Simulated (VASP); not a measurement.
Set up this calculation in VASP 6.6.1, as the native input.

- Task: single point
- Functional: PBE
- Potentials or basis: VASP PAW PBE potentials, release 64 (Al, H)
- Cutoff: 520 eV
- k mesh: 6 × 6 × 1
- Occupations: gaussian, width 0.1 eV
- Spin: no spin polarisation
- Dipole correction: yes
- Further INCAR settings: ALGO = Normal; EDIFF = 1e-06; NBANDS = 32

The structure of Al6H lies in POSCAR:

```
Al6H
1.0
    5.7143028096      0.0000000000      0.0000000000
   -2.8571514048      4.9487313980      0.0000000000
    0.0000000000      0.0000000000     22.6016424997
Al H
12 2
Direct
    0.3333333333      0.1666666667      0.1769782882
    0.3333333333      0.6666666667      0.1769782882
    0.8333333333      0.1666666667      0.1769782882
    0.8333333333      0.6666666667      0.1769782882
    0.1666666667      0.3333333333      0.2787817902
    0.1666666667      0.8333333333      0.2787817902
    0.6666666667      0.3333333333      0.2787817902
    0.6666666667      0.8333333333      0.2787817902
    0.0000000000      0.0000000000      0.3805759913
    0.0000000000      0.5000000000      0.3805759913
    0.5000000000      0.0000000000      0.3805759913
    0.5000000000      0.5000000000      0.3805759913
    0.2677085297      0.1666666667      0.4712773640
    0.3989581370      0.1666666667      0.4712773640
```

One way to write it, as run:

INCAR

```
SYSTEM = Al6H
PREC = Accurate ; ENCUT = 520
EDIFF = 1E-6 ; ISMEAR = 0
SIGMA = 0.1 ; LREAL = .FALSE.
LASPH = .TRUE. ; NELM = 100
ALGO = Normal ; ISIF = 2
LWAVE = .FALSE. ; LCHARG = .TRUE.
LDIPOL = .TRUE. ; IDIPOL = 3
DIPOL = 0.5 0.5 0.306 ; GGA = PE
LELF = .TRUE. ; LVHAR = .TRUE.
LVACPOTAV = .TRUE. ; NBANDS = 32
```

KPOINTS

```
regular mesh
0
G
  6 6 1
  0 0 0
```

Potentials or basis: VASP PAW PBE potentials, release 64 (Al, H).

Launch:

```bash
$ cat potpaw_PBE.64/Al/POTCAR potpaw_PBE.64/H/POTCAR > POTCAR
$ mpirun -np 1 vasp_std > vasp.out
```

Results of the run:

```json
{
  "Largest force": "0.710 eV/Å",
  "Band gap on the k mesh": "zero (bands 19 and 20 overlap by 0.95 eV)"
}
```

Wall time 12 min on 1 thread of Intel(R) Xeon(R) Platinum 8488C (Sapphire Rapids), on a shared host, peak memory 0.68 GiB.
